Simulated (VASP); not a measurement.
# FeMoClO4 in VASP: single point with PBE

Aim: the single point of FeMoClO4 with PBE.

Program: VASP 6.6.1. These are calculated values, not measurements. Logs are shortened: lines on timing, memory, paths and dates and some standing lists are left out, and cuts for length are marked.

### Step 1. The cell of the first run

The cell holds a disordered packing, 14 atoms: a = 6.147 Å, b = 6.172 Å, c = 6.881 Å, α = 99.98°, β = 87.24°, γ = 105.01°.

### Step 2. Single point, PBE, collinear spin, ferromagnetic start

Input file INCAR:

```
ALGO = Normal
EDIFF = 1E-6
ENCUT = 520
GGA = PE
GGA_COMPAT = False
ISIF = 2
ISMEAR = 1
ISPIN = 2
LASPH = True
LCHARG = False
LMAXMIX = 4
LORBIT = 11
LREAL = False
LWAVE = False
MAGMOM = 2 2 0 0 0 0 0 0 0 0 0 0 4 4
NBANDS = 70
NELM = 200
PREC = Accurate
SIGMA = 0.1613
```

Input file KPOINTS:

```
Automatic mesh
0
Gamma
  3 3 3
  0 0 0.5
```

Input file POSCAR:

```
FeMoClO4
1.0
    5.9713780000     -0.7862730000      1.2312830000
   -0.6193780000      6.0370040000     -1.1241540000
   -1.0693490000     -0.0633380000      6.7975740000
Mo O Cl Fe
2 8 2 2
Direct
    0.8015760000      0.5011240000      0.8476170000
    0.1454090000      0.9601240000      0.6704030000
    0.0298990000      0.1703240000      0.2478910000
    0.5235760000      0.8587820000      0.7993190000
    0.6230480000      0.2118740000      0.1397690000
    0.3361220000      0.4089410000      0.8303090000
    0.8846270000      0.2020430000      0.5277960000
    0.5196890000      0.3611590000      0.5184960000
    0.1672840000      0.5040250000      0.5633250000
    0.8811820000      0.1133740000      0.9676470000
    0.2668580000      0.9420570000      0.0883130000
    0.5385470000      0.9773360000      0.3883260000
    0.8957070000      0.5809190000      0.3157060000
    0.3814520000      0.5065660000      0.2184140000
```

Potentials or basis: VASP PAW PBE potentials, release 64 (Mo_sv, O, Cl, Fe).

On the command line:

```sh
cat potpaw_PBE.64/Mo_sv/POTCAR potpaw_PBE.64/O/POTCAR potpaw_PBE.64/Cl/POTCAR potpaw_PBE.64/Fe/POTCAR > POTCAR
mpirun -np 1 vasp_std > vasp.out
```

OUTCAR:

```text
EDIFF = 1E-6
   ENCUT = 520
   GGA = PE
   ISIF = 2
   ISMEAR = 1
   ISPIN = 2
   LASPH = True
   LORBIT = 11
   LREAL = False
   NELM = 200
   PREC = Accurate

 ion  position               nearest neighbor table
   1  0.802  0.501  0.848-  13 3.23   2 3.44
   2  0.145  0.960  0.670-  12 3.02  11 3.03  13 3.21   1 3.44
   3  0.030  0.170  0.248-
   4  0.524  0.859  0.799-
   5  0.623  0.212  0.140-
   6  0.336  0.409  0.830-
   7  0.885  0.202  0.528-
   8  0.520  0.361  0.518-
   9  0.167  0.504  0.563-
  10  0.881  0.113  0.968-
  11  0.267  0.942  0.088-  12 2.66   2 3.03
  12  0.539  0.977  0.388-  11 2.66  14 2.87   2 3.02
  13  0.896  0.581  0.316-   2 3.21   1 3.23
  14  0.381  0.507  0.218-  12 2.87

  LATTYP: Found a triclinic cell.
 ALAT       =    15.9082440180
 B/A-ratio  =     0.9886876610
 C/A-ratio  =     0.9036559655
 COS(alpha) =     0.0079276684
 COS(beta)  =     0.5720945471
 COS(gamma) =     0.8217854916

  Lattice vectors:

 A1 = (  13.6314830000,  -7.5462120000,  -3.2108540000)
 A2 = (   8.7294540000,  -6.6966010000, -11.2397110000)
 A3 = (  10.8734070000,  -1.6358840000,   9.2601400000)

Analysis of symmetry for initial positions (statically):
=====================================================================
 Subroutine PRICEL returns:
 Original cell was already a primitive cell.

 Routine SETGRP: Setting up the symmetry group for a
 triclinic supercell.

 Subroutine GETGRP returns: Found  1 space group operations
 (whereof  1 operations were pure point group operations)
 out of a pool of  2 trial point group operations.

The static configuration has the point symmetry C_1 .

Analysis of symmetry for dynamics (positions and initial velocities):
=====================================================================
 Subroutine PRICEL returns:
 Original cell was already a primitive cell.

 Routine SETGRP: Setting up the symmetry group for a
 triclinic supercell.

 Subroutine GETGRP returns: Found  1 space group operations
 (whereof  1 operations were pure point group operations)
 out of a pool of  2 trial point group operations.

The dynamic configuration has the point symmetry C_1 .

Analysis of structural, dynamic, and magnetic symmetry:
=====================================================================
 Subroutine PRICEL returns:
 Original cell was already a primitive cell.

 Routine SETGRP: Setting up the symmetry group for a
 triclinic supercell.

 Subroutine GETGRP returns: Found  1 space group operations
 (whereof  1 operations were pure point group operations)
 out of a pool of  2 trial point group operations.

The overall configuration has the point symmetry C_1 .

 Subroutine INISYM returns: Found  1 space group operations
 (whereof  1 operations are pure point group operations),
 and found     1 'primitive' translations

----------------------------------------------------------------------------------------

                                     Primitive cell

  volume of cell :     248.3636

  direct lattice vectors                    reciprocal lattice vectors
     5.971378000 -0.786273000  1.231283000     0.164942768  0.021792166  0.026150750
    -0.619378000  6.037004000 -1.124154000     0.021205853  0.168734690  0.004908189
    -1.069349000 -0.063338000  6.797574000    -0.026370082  0.023957290  0.143186170

  length of vectors
     6.147490405  6.171933945  6.881462873     0.168418755  0.170132813  0.147552066

  position of ions in fractional coordinates (direct lattice)
     0.801576000  0.501124000  0.847617000
     0.145409000  0.960124000  0.670403000
[... 85 lines left out ...]
   LNONCOLLINEAR =      F non collinear calculations
   LSORBIT =      F    spin-orbit coupling
   LASPH  =      T    aspherical Exc in radial PAW
   ENCUT  =  520.0 eV  38.22 Ry    6.18 a.u.  11.43 11.48 12.79*2*pi/ulx,y,z
   NELM   =    200;   NELMIN=  2; NELMDL= -5     # of ELM steps
   EDIFF  = 0.1E-05   stopping-criterion for ELM
   LREAL  =      F    real-space projection
   EDIFFG = 0.1E-04   stopping-criterion for IOM
   NSW    =      0    number of steps for IOM
   IBRION =     -1    ionic relax: 0-MD 1-quasi-New 2-CG
   NFREE  =      0    steps in history (QN), initial steepest desc. (CG)
   ISIF   =      2    stress and relaxation
   ISYM   =      2    0-nonsym 1-usesym 2-fastsym
   POTIM  = 0.5000    time-step for ionic-motion
   TEBEG  =    0.0;   TEEND  =   0.0 temperature during run
   PSTRESS=    0.0 pullay stress
   NELECT =     106.0000    total number of electrons
   NUPDOWN=      -1.0000    fix difference up-down
   EMIN   =  10.00;   EMAX   =-10.00  energy-range for DOS
   EFERMI =   0.00;   METHOD = LEGACY
   ISMEAR =     1;   SIGMA  =   0.16  broadening in eV -4-tet -1-fermi 0-gaus
   EFERMI_NEDOS =   21; number of points for ismear=-14 and -15
   IALGO  =     38    algorithm
   IMIX   =      4    mixing-type and parameters
     AMIX     =   0.40;   BMIX     =  1.00
     AMIX_MAG =   1.60;   BMIX_MAG =  1.00
  volume/ion in A,a.u.               =      17.74       119.72
  Fermi-wavevector in a.u.,A,eV,Ry     =   1.232577  2.329233 20.670605  1.519247
  Thomas-Fermi vector in A             =   2.367342
   LORBIT       =     11    0 simple, 1 ext, 2 COOP (PROOUT), +10 PAW based schemes
   GGA     = PE    functional components
   LHFCALC =     F    Hartree Fock is set to
   AEXX    =    0.0000 exact exchange contribution
   IVDW    =     0    specifies the selected vdW correction
   LEPSILON=     F    determine dielectric tensor
   LRPA    =     F    only Hartree local field effects (RPA)
 spin polarized calculation
 Methfessel and Paxton  Order N= 1 SIGMA  =   0.16
  energy-cutoff  :      520.00
  volume of cell :      248.36
 maximum number of plane-waves:      6702
 NGX is ok and might be reduce to    48
   NGX = 23   NGY = 23   NGZ = 25

 number of electron     106.0000002 magnetization      10.1258531

 number of electron     106.0000002 magnetization       8.3442745

 Free energy of the ion-electron system (eV)
  ---------------------------------------------------
  ext. energy  EPLUGINS =         0.00000000
  ---------------------------------------------------
  free energy    TOTEN  =       -60.78318881 eV

  energy without entropy =      -60.78708125  energy(sigma->0) =      -60.78448629

 E-fermi :   1.5265     XC(G=0):  -9.4273

 val. band max:        1.5129172072   @ k =   0.3333  -0.3333   0.1667
 cond. band min:       1.5282676273   @ k =   0.3333   0.0000   0.1667
 fundamental gap:      0.0153504201
 Fermi energy:         1.5264763972

 spin component 1

 k-point     1 :       0.0000    0.0000    0.1667
  band No.  band energies     occupation
      1     -60.7705      1.00000
      2     -60.1718      1.00000
      3     -34.8731      1.00000
      4     -34.8679      1.00000
      5     -34.8351      1.00000
      6     -34.2383      1.00000
[... 941 lines left out ...]
     64       2.3296     -0.00000
     65       2.3666     -0.00000
 Fermi energy:         1.5264763972

 spin component 2

 k-point     1 :       0.0000    0.0000    0.1667
  band No.  band energies     occupation
      1     -60.3482      1.00000
      2     -58.8048      1.00000
      3     -34.5588      1.00000
      4     -34.3269      1.00000
      5     -34.0931      1.00000
      6     -32.7904      1.00000
[... 941 lines left out ...]
     64       2.9009     -0.00000
     65       3.1020     -0.00000
 [bands above 65 left out]

------------------------ aborting loop because EDIFF is reached ----------------------------------------

  FORCE on cell =-STRESS in cart. coord.  units (eV):
  Direction    XX          YY          ZZ          XY          YZ          ZX
  --------------------------------------------------------------------------------------
  -------------------------------------------------------------------------------------
  Total      -29.2568408    -30.8948862    -27.2658024      2.4491613      2.1218066      0.0436023
  in kB     -188.7339655   -199.3008886   -175.8899068     15.7993791     13.6876356      0.2812758
  external PRESSURE =    -187.9749203 kB  Pullay stress =       0.0000000 kB

 VOLUME and BASIS-vectors are now :
 -----------------------------------------------------------------------------
  energy-cutoff  :      520.00
  volume of cell :      248.36
      direct lattice vectors                 reciprocal lattice vectors
     5.971378000 -0.786273000  1.231283000     0.164942768  0.021792166  0.026150750
    -0.619378000  6.037004000 -1.124154000     0.021205853  0.168734690  0.004908189
    -1.069349000 -0.063338000  6.797574000    -0.026370082  0.023957290  0.143186170

 POSITION                                       TOTAL-FORCE (eV/Angst)
 -----------------------------------------------------------------------------------
      3.56973      2.34134      6.18537        -1.346015     -2.093960     -1.351528
     -0.44328      5.63948      3.65683         0.804600      0.889857      1.615450
     -0.19204      0.98904      1.53040         0.332798      0.461094     -0.422930
      1.73981      4.72217      5.11270        -0.872342     -0.019539     -0.282903
      3.43976      0.78035      1.47906         0.857090      3.389175     -0.711501
      0.86593      2.15190      5.59824         1.136053     -0.793896      1.540050
      4.59290      0.49075      4.44983         1.158005      0.121247      0.820463
      2.32511      1.73886      3.75840         0.689513      1.378782      0.188339
      0.08434      2.87559      3.46862        -1.673729      1.817895     -0.758717
      4.15690     -0.06970      7.53519         0.760124      0.630912     -0.880631
      0.91558      5.47179     -0.13013        -1.278442     -0.969596     -1.662726
      2.19527      5.45214      2.20410        -0.001620     -1.366056      1.320540
      4.65120      2.78274      2.59586        -0.646144     -2.142377     -0.122523
      1.73048      2.74438      1.38490         0.080110     -1.303539      0.708617
 -----------------------------------------------------------------------------------
    total drift:                                0.001127      0.001125      0.000727

  FREE ENERGIE OF THE ION-ELECTRON SYSTEM (eV)
  ---------------------------------------------------
  free  energy   TOTEN  =       -60.7831888146 eV

  energy  without entropy=      -60.7870812521  energy(sigma->0) =      -60.78448629

 total charge

# of ion       s       p       d       tot
------------------------------------------
    1        2.138   6.000   3.513  11.652
    2        2.146   6.008   3.547  11.701
    3        1.635   3.006   0.000   4.641
    4        1.616   3.025   0.000   4.642
    5        1.632   3.042   0.000   4.673
    6        1.609   3.059   0.000   4.668
    7        1.630   3.020   0.000   4.650
    8        1.617   3.059   0.000   4.675
    9        1.622   3.041   0.000   4.663
   10        1.628   3.003   0.000   4.631
   11        1.647   3.260   0.000   4.907
   12        1.642   3.279   0.000   4.921
   13        0.264   0.123   5.967   6.353
   14        0.224   0.133   5.910   6.266
--------------------------------------------------
tot         21.050  43.056  18.937  83.043

 magnetization (x)

# of ion       s       p       d       tot
------------------------------------------
    1       -0.001  -0.003  -0.264  -0.267
    2        0.049   0.024   2.836   2.909
    3       -0.003  -0.266   0.000  -0.270
    4       -0.000  -0.139   0.000  -0.139
    5        0.002   0.342   0.000   0.345
    6       -0.007  -0.547   0.000  -0.555
    7        0.004   0.312   0.000   0.316
    8       -0.007  -0.664   0.000  -0.671
    9        0.002  -0.220   0.000  -0.218
   10       -0.006  -0.644   0.000  -0.650
   11        0.003   0.016   0.000   0.019
   12        0.006   0.099   0.000   0.104
   13        0.051   0.016   3.404   3.470
   14        0.036   0.011   3.526   3.572
--------------------------------------------------
tot          0.128  -1.665   9.502   7.965
```

Run time: 32 min. Hardware: 1 thread of AMD EPYC 9R45 (Zen 5), shared host; peak memory 0.66 GiB.

What came out:

* Free energy: -60.7832 eV
* Pressure: -18.8 GPa
* Largest force: 3.568 eV/Å
* Net moment: 8.34 μB per cell
* Site moments: Mo -0.27, +2.91; O -0.27, -0.14, +0.34, -0.56, +0.32, -0.67, -0.22, -0.65; Cl +0.02, +0.10; Fe +3.47, +3.57 μB
* Valence electrons inside the program's atomic spheres: Mo 11.65, 11.70; O 4.64, 4.67, 4.65, 4.66, 4.63 (each value once); Cl 4.91, 4.92; Fe 6.35, 6.27

Forces in eV/Å, atoms in the order of the input:
```
Mo  -1.346 -2.094 -1.352
Mo   0.805  0.890  1.615
O    0.333  0.461 -0.423
O   -0.872 -0.020 -0.283
O    0.857  3.389 -0.712
O    1.136 -0.794  1.540
O    1.158  0.121  0.820
O    0.690  1.379  0.188
O   -1.674  1.818 -0.759
O    0.760  0.631 -0.881
Cl  -1.278 -0.970 -1.663
Cl  -0.002 -1.366  1.321
Fe  -0.646 -2.142 -0.123
Fe   0.080 -1.304  0.709
```

Caveat: semilocal functionals often make such compounds metallic where correlation or magnetic order opens a gap, which also shifts bond lengths; the run started ferromagnetic, and an antiferromagnetic order may lie lower in energy. With open d or f shells a metallic result of PBE can be an artefact of self-interaction; +U or a hybrid may open a gap.
